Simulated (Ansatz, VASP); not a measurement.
**Yb in VASP and in Ansatz**

File INCAR:

```
SYSTEM = Yb
PREC = Accurate ; ENCUT = 520
EDIFF = 1E-7 ; ISMEAR = 0
SIGMA = 0.15 ; LREAL = .FALSE.
LASPH = .TRUE. ; NELM = 80
ALGO = Fast ; ISIF = 2
LWAVE = .FALSE. ; LCHARG = .FALSE.
GGA = PE ; NBANDS = 18
```

File KPOINTS:

```
Automatic mesh
0
G
  16 16 16
  0 0 0
```

Contents of POSCAR:

```
Yb
1.0
    0.0000000000      2.5454038920      2.7497998245
    2.5454038920      0.0000000000      2.7497998245
    2.5454038920      2.5454038920      0.0000000000
Yb
1
Direct
    0.0000000000      0.0000000000      0.0000000000
```

Input for Ansatz:

```yaml
crystal:
  lattice:
    - [0.0, 2.545403892, 2.7497998245]
    - [2.545403892, 0.0, 2.7497998245]
    - [2.545403892, 2.545403892, 0.0]
  atoms:
    - { symbol: Yb, position: [0.0, 0.0, 0.0] }
basis:
  ecutwfc: 420
kpoints:
  mp_grid: { grid: [16, 16, 16] }
hamiltonian:
  xc: pbe
scf:
  occupations: { method: gaussian, width: 0.15 }
output:
  forces: true
  stress: true
  eigenvalues: true
```

Alike in both runs: task single point; functional PBE; k mesh 16 × 16 × 16; occupations gaussian, width 0.15 eV; no spin polarisation.

```csv
,VASP,Ansatz
version,VASP 6.6.1,Ansatz 0.2.0
potentials or method,"VASP PAW PBE potentials, release 64 (Yb), cutoff 520 eV","scalar-relativistic, plane waves, PAW"
valence electrons in the cell,24,24
```

|  | VASP | Ansatz | Ansatz less VASP |
| --- | --- | --- | --- |
| gap on the k mesh at the Fermi level (eV) | none | none | - |
| pressure (GPa) | -0.3 | 0.0 | +0.21 |
| traceless stress, the component that is largest in VASP (GPa) | -0.65 | -0.66 | -0.007 |

A gap of «none» marks a metal or a gap that the smearing closes. With one functional, cell and mesh, what is left measures potentials, basis and numerics.

Neither program's run includes spin-orbit coupling.
